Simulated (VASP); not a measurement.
ZrTi2B3:

```
CELL_PARAMETERS angstrom
4.71463 0.00000 0.00000
-2.35732 4.08299 0.00000
0.00000 0.00000 3.31141
ATOMIC_POSITIONS crystal
Zr 0.00000 0.00000 0.88881
Ti 0.66667 0.33333 0.96314
Ti 0.33333 0.66667 0.96314
B 0.50000 0.50000 0.45952
B 0.50000 0.00000 0.45952
B 0.00000 0.50000 0.45952
```

```yaml
Program: VASP 6.6.1
Task: relaxation of cell and atoms
Functional: PBE
Potentials_or_basis: VASP PAW PBE potentials, release 64 (Zr_sv, Ti_sv, B)
Cutoff: 600 eV
k_mesh: 4 × 4 × 5
Occupations: gaussian, width 0.2 eV
Spin: no spin polarisation
```

At the start: pressure 34.9 GPa; volume 10.62 Å³/atom.

Q: How do energy, volume and symmetry change on relaxing?

A: Over 25 steps the energy falls by 585.7 meV/atom and the volume is 12.52 Å³/atom (+17.8 %); space group P6mm (No. 183, to 0.05 Å).

Step by step:
```tsv
step	energy change (eV)	largest force (eV/Å)	pressure (GPa)	volume (Å³)
1	0.0000	1.4673	34.94	63.74
2	-0.3729	1.2905	-18.40	87.60
3	-1.1473	1.3479	-1.26	75.58
4	-1.1478	1.3496	-0.77	75.33
5	-1.2734	1.6345	-0.82	75.46
6	-1.6374	2.2137	-0.57	75.77
7	-1.9845	2.0044	1.81	76.02
8	-2.0133	1.9317	1.70	76.09
9	-2.0885	1.7051	1.33	76.31
10	-2.1884	1.2595	0.64	76.73
11	-2.2030	0.4722	-0.45	77.57
12	-2.2243	0.7731	-0.05	77.22
13	-2.3517	0.7416	-0.54	77.24
14	-2.6894	0.6353	-1.83	77.23
15	-3.1889	0.5347	-3.28	77.05
16	-3.3897	0.9626	-1.82	76.02
17	-3.4369	0.8104	-2.86	76.42
18	-3.4887	0.4628	-0.68	75.34
19	-3.5008	0.1934	1.11	74.55
20	-3.5089	0.1445	0.13	74.96
21	-3.5107	0.1295	-0.62	75.29
22	-3.5127	0.1147	-0.17	75.10
23	-3.5132	0.1028	0.20	74.95
24	-3.5141	0.0915	0.07	75.00
25	-3.5145	0.0733	-0.11	75.09
```

Final structure:
```
CELL_PARAMETERS angstrom
4.95743 0.00000 0.00000
-2.47871 4.29326 0.00000
0.00000 0.00000 3.52826
ATOMIC_POSITIONS crystal
Zr 0.00000 0.00000 0.53925
Ti 0.66667 0.33333 0.03138
Ti 0.33333 0.66667 0.03138
B 0.50000 0.50000 0.53055
B 0.50000 0.00000 0.53055
B 0.00000 0.50000 0.53055
```

Caveat: the k points lie up to 0.37 Å⁻¹ apart in the final cell; the volume moved by over 15 % at a fixed basis, so the end points are rough; the relaxation stopped at a loose force limit of 0.08 eV/Å, so its end isn't a converged minimum.
